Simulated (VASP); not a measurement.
# HfN in VASP: further runs, part 2 of 2

VASP 6.6.1. Earlier steps stand in the parts before.

## 3. Single point, r2SCAN

POSCAR reads:

```
HfN
1.0
    3.0854334487      0.0000000000      0.0000000000
   -1.5427167244      2.6720637483      0.0000000000
    0.0000000000      0.0000000000      2.8908649372
Hf N
1 1
Direct
    0.0000000000      0.0000000000      0.0000000000
    0.6666666667      0.3333333333      0.5000000000
```

INCAR.step1 reads:

```
SYSTEM = HfN
ALGO = Normal
EDIFF = 1E-4
ENCUT = 520
GGA = PE
ISMEAR = 0
LASPH = .True.
LCHARG = .False.
LREAL = .False.
LWAVE = .True.
NBANDS = 14
NELM = 80
PREC = Accurate
SIGMA = 0.05
```

INCAR.step2 reads:

```
SYSTEM = HfN
ALGO = Normal
EDIFF = 1E-7
ENCUT = 520
ISIF = 2
ISMEAR = 0
ISTART = 1
LASPH = .True.
LCHARG = .False.
LMIXTAU = .True.
LREAL = .False.
LWAVE = .False.
METAGGA = R2SCAN
NBANDS = 14
NELM = 80
PREC = Accurate
SIGMA = 0.05
```

KPOINTS reads:

```
k-points
0
Gamma
  18 18 18
  0 0 0
```

Potentials or basis: VASP PAW PBE potentials, release 64 (Hf_pv, N).

On the command line:

```sh
> cat potpaw_PBE.64/Hf_pv/POTCAR potpaw_PBE.64/N/POTCAR > POTCAR
> cp INCAR.step1 INCAR
> mpirun -np 1 vasp_std > vasp.out
> cp INCAR.step2 INCAR
> mpirun -np 1 vasp_std > vasp.out
```

Run time: 2.2 min. Hardware: 1 thread of Intel Xeon 6975P-C (Granite Rapids), shared host; peak memory 0.25 GiB.

The run converged. Its results:

```
Free energy            : -57.4199 eV
Pressure               : -2.1 GPa
Band gap on the k mesh : zero (an odd number of electrons rules out a gap without spin polarisation)
```

Levels at points of the mesh, in eV from the Fermi level:
```tsv
k point	band 5	band 6	band 7	band 8	band 9	band 10
(0.00, 0.00, 0.00)	-3.74	-3.74	-2.32	-1.83	2.46	5.18
(0.50, 0.00, 0.00)	-7.02	-3.58	-2.51	-1.77	5.07	5.32
(0.00, 0.00, 0.50)	-8.07	-2.93	-2.93	1.67	1.67	4.03
(0.50, 0.00, 0.50)	-6.11	-5.00	-4.64	0.76	5.43	6.87
```

Caveat: the PAW data sets were made with another functional, which shifts forces and pressure a little; spin-orbit coupling is left out, which moves the levels of the heavy elements.

## 4. Single point, r2SCAN

POSCAR reads:

```
HfN
1.0
    3.0854334487      0.0000000000     -0.0154271672
   -1.5427167244      2.6720637483      0.0077135836
   -0.0144543247      0.0000000000      2.8908649372
Hf N
1 1
Direct
    0.0000000000      0.0000000000      0.0000000000
    0.6666666667      0.3333333333      0.5000000000
```

INCAR.step1 reads:

```
SYSTEM = HfN
PREC = Accurate ; ENCUT = 520
ISMEAR = 0 ; SIGMA = 0.05
LREAL = .FALSE. ; LASPH = .TRUE.
NELM = 80 ; NBANDS = 14
GGA = PE ; ALGO = Normal
EDIFF = 1E-4 ; LWAVE = .TRUE.
LCHARG = .FALSE.
```

INCAR.step2 reads:

```
SYSTEM = HfN
PREC = Accurate ; ENCUT = 520
EDIFF = 1E-6 ; ISMEAR = 0
SIGMA = 0.05 ; LREAL = .FALSE.
LASPH = .TRUE. ; NELM = 80
ALGO = Normal ; ISIF = 2
LWAVE = .FALSE. ; LCHARG = .TRUE.
METAGGA = R2SCAN ; LMIXTAU = .TRUE.
LELF = .TRUE. ; LVHAR = .TRUE.
NBANDS = 14 ; ISTART = 1
```

KPOINTS reads:

```
regular mesh
0
G
  12 12 12
  0 0 0
```

On the command line:

```sh
> cat potpaw_PBE.64/Hf_pv/POTCAR potpaw_PBE.64/N/POTCAR > POTCAR
> cp INCAR.step1 INCAR
> mpirun -np 1 vasp_std > vasp.out
> cp INCAR.step2 INCAR
> mpirun -np 1 vasp_std > vasp.out
```

Wall time 2.2 min (1 thread of Intel Xeon 6975P-C (Granite Rapids), shared host); peak memory 0.28 GiB.

It converged, with:

```
Free energy            : -57.4187 eV
Pressure               : -2.2 GPa
Band gap on the k mesh : zero (an odd number of electrons rules out a gap without spin polarisation)
```

Stress tensor (GPa, compression positive):
```
-2.05  0.00  0.83
 0.00 -2.07  0.00
 0.83  0.00 -2.40
```

Levels at points of the mesh, in eV from the Fermi level:
```tsv
k point	band 5	band 6	band 7	band 8	band 9	band 10
(0.00, 0.00, 0.00)	-3.73	-3.73	-2.31	-1.82	2.47	5.19
(0.50, 0.00, 0.00)	-7.01	-3.58	-2.50	-1.75	5.07	5.34
(0.00, 0.50, 0.00)	-7.01	-3.57	-2.50	-1.76	5.04	5.36
(0.00, 0.00, 0.50)	-8.06	-2.92	-2.92	1.69	1.69	4.03
(0.50, 0.00, 0.50)	-6.10	-4.99	-4.63	0.78	5.44	6.88
(0.00, 0.50, 0.50)	-6.10	-4.99	-4.63	0.78	5.44	6.88
```

Caveat: the PAW data sets were made with another functional, which shifts forces and pressure a little; spin-orbit coupling is left out, which moves the levels of the heavy elements.

## 5. Relaxation of shape and atoms at fixed volume, r2SCAN (11.44 Å³/atom)

This run uses another cell than the first one, of 11.44 Å³/atom.

POSCAR reads:

```
HfN
1.0
    3.0420932806      0.0000000000      0.0000000000
   -1.5210466403      2.6345300617      0.0000000000
    0.0000000000      0.0000000000      2.8548700712
Hf N
1 1
Direct
    0.0000000000      0.0000000000      0.0000000000
    0.6666666667      0.3333333333      0.5000000000
```

INCAR.step1 reads:

```
ALGO = Normal ; EDIFF = 1E-4
ENCUT = 600 ; GGA = PE
ISMEAR = 0 ; LASPH = T
LCHARG = F ; LREAL = F
LWAVE = T ; NELM = 60
PREC = Accurate ; SIGMA = 0.05
```

INCAR.step2 reads:

```
ALGO = Normal ; EDIFF = 1E-7
EDIFFG = -0.01 ; ENCUT = 600
IBRION = 2 ; ISIF = 4
ISMEAR = 0 ; ISTART = 1
LASPH = T ; LCHARG = F
LMIXTAU = T ; LREAL = F
LWAVE = F ; METAGGA = R2SCAN
NELM = 60 ; NSW = 60
PREC = Accurate ; SIGMA = 0.05
```

KPOINTS reads:

```
k-points
0
Gamma
  12 12 12
```

On the command line:

```sh
> cat potpaw_PBE.64/Hf_pv/POTCAR potpaw_PBE.64/N/POTCAR > POTCAR
> cp INCAR.step1 INCAR
> mpirun -np 1 vasp_std > vasp.out
> cp INCAR.step2 INCAR
> mpirun -np 1 vasp_std > vasp.out
```

It took 93 s on 1 thread of Intel Xeon 6975P-C (Granite Rapids), shared host; peak memory 0.18 GiB.

Results (log left out):

```yaml
Free_energy: -57.4000 eV
Energy_gained_by_relaxing: 0.0 meV/atom
Ionic_steps: 3
Pressure_after_relaxing: 8.9 GPa
Band_gap_on_the_k_mesh: zero (an odd number of electrons rules out a gap without spin polarisation)
```

Final structure:
```
Hf N
1.0
     3.04111    0.00000    0.00000
    -1.52055    2.63368    0.00000
     0.00000    0.00000    2.85672
Hf N
1 1
Direct
  0.00000 0.00000 0.00000
  0.66667 0.33333 0.50000
```

Levels at points of the mesh, in eV from the Fermi level:
```
           k point  band 3  band 4  band 5  band 6  band 7  band 8  band 9  band 10  band 11
(0.00, 0.00, 0.00)  -31.09  -17.45   -3.86   -3.86   -2.44   -1.84    2.79     5.41     5.41
(0.50, 0.00, 0.00)  -30.94  -15.39   -7.17   -3.74   -2.53   -1.86    5.35     5.53     7.05
(0.00, 0.00, 0.50)  -31.18  -14.77   -8.27   -3.02   -3.02    1.71    1.71     4.17     4.85
(0.50, 0.00, 0.50)  -31.39  -15.67   -6.28   -5.10   -4.81    0.89    5.75     7.22     8.64
```

Caveat: the PAW data sets were made with another functional, which shifts forces and pressure a little; spin-orbit coupling is left out, which moves the levels of the heavy elements.

## 6. Relaxation of shape and atoms at fixed volume, r2SCAN (11.68 Å³/atom)

This run uses another cell than the first one, of 11.68 Å³/atom.

POSCAR reads:

```
HfN
1.0
    3.0647252177      0.0000000000      0.0000000000
   -1.5323626089      2.6541298942      0.0000000000
    0.0000000000      0.0000000000      2.8714625745
Hf N
1 1
Direct
    0.0000000000      0.0000000000      0.0000000000
    0.6666666667      0.3333333333      0.5000000000
```

INCAR.step1 reads:

```
PREC = Accurate
ENCUT = 600
ISMEAR = 0
SIGMA = 0.05
LREAL = F
LASPH = T
NELM = 80
GGA = PE
ALGO = Normal
EDIFF = 1E-4
LWAVE = T
LCHARG = F
```

INCAR.step2 reads:

```
PREC = Accurate
ENCUT = 600
EDIFF = 1E-6
ISMEAR = 0
SIGMA = 0.05
LREAL = F
LASPH = T
NELM = 80
ALGO = Normal
ISIF = 4
LWAVE = F
LCHARG = F
METAGGA = R2SCAN
LMIXTAU = T
IBRION = 2
NSW = 60
EDIFFG = -0.01
ISTART = 1
```

KPOINTS reads:

```
regular mesh
0
Gamma
  12 12 12
```

Potentials or basis: VASP PAW PBE potentials, release 64 (Hf_pv, N).

On the command line:

```sh
> cat potpaw_PBE.64/Hf_pv/POTCAR potpaw_PBE.64/N/POTCAR > POTCAR
> cp INCAR.step1 INCAR
> mpirun -np 1 vasp_std > vasp.out
> cp INCAR.step2 INCAR
> mpirun -np 1 vasp_std > vasp.out
```

It took 5.6 min on 1 thread of Intel Xeon 8259CL, shared host; peak memory 0.19 GiB.

Results (log left out):

| Quantity | Value |
| --- | --- |
| Free energy | -57.4180 eV |
| Energy gained by relaxing | 0.0 meV/atom |
| Ionic steps | 3 |
| Pressure after relaxing | 3.1 GPa |
| Band gap on the k mesh | zero (an odd number of electrons rules out a gap without spin polarisation) |

Final structure:
```cif
data_structure
_symmetry_space_group_name_H-M 'P 1'
_symmetry_Int_Tables_number 1
_cell_length_a 3.0638
_cell_length_b 3.0638
_cell_length_c 2.8732
_cell_angle_alpha 90.000
_cell_angle_beta 90.000
_cell_angle_gamma 120.000
_cell_volume 23.36
loop_
_atom_site_label
_atom_site_type_symbol
_atom_site_fract_x
_atom_site_fract_y
_atom_site_fract_z
_atom_site_occupancy
Hf1 Hf 0.00000 0.00000 0.00000 1
N1 N 0.66667 0.33333 0.50000 1
```

Levels at points of the mesh, in eV from the Fermi level:
```tsv
k point	band 5	band 6	band 7	band 8	band 9	band 10
(0.00, 0.00, 0.00)	-3.80	-3.80	-2.37	-1.83	2.63	5.30
(0.50, 0.00, 0.00)	-7.09	-3.65	-2.52	-1.81	5.21	5.43
(0.00, 0.00, 0.50)	-8.16	-2.97	-2.97	1.70	1.70	4.11
(0.50, 0.00, 0.50)	-6.19	-5.05	-4.72	0.83	5.59	7.04
```

Caveat: the PAW data sets were made with another functional, which shifts forces and pressure a little; spin-orbit coupling is left out, which moves the levels of the heavy elements.

## 7. Overview

```tsv
task	cell	k mesh	cutoff (eV)	gap on the mesh (eV)	pressure (GPa)
single point	a = 3.085, b = 3.085, c = 2.891 Å, angles 90.0, 90.0, 120.0°, 2 atoms, atomic positions A	12 × 12 × 12	520	none	-2.2
single point	a = 3.085, b = 3.085, c = 2.891 Å, angles 90.0, 90.0, 120.0°, 2 atoms, atomic positions B	18 × 18 × 18	520	none	-2.1
single point	a = 3.085, b = 3.085, c = 2.891 Å, angles 89.7, 90.6, 120.0°, 2 atoms, atomic positions B	12 × 12 × 12	520	none	-2.2
relaxation of shape and atoms at fixed volume	relaxed from a = 3.042, b = 3.042, c = 2.855 Å, angles 90.0, 90.0, 120.0°, 2 atoms, atomic positions B	12 × 12 × 12	600	none	8.9
relaxation of shape and atoms at fixed volume	relaxed from a = 3.065, b = 3.065, c = 2.871 Å, angles 90.0, 90.0, 120.0°, 2 atoms, atomic positions B	12 × 12 × 12	600	none	3.1
```

Alike in all rows: level r2SCAN; potentials or basis VASP PAW PBE potentials, release 64 (Hf_pv, N); no spin polarisation; smearing gaussian 0.05 eV.

Caveats: the PAW data sets were made with another functional, which shifts forces and pressure a little; spin-orbit coupling is left out, which moves the levels of the heavy elements.

Absolute energies hang on the potentials; compare differences alone.
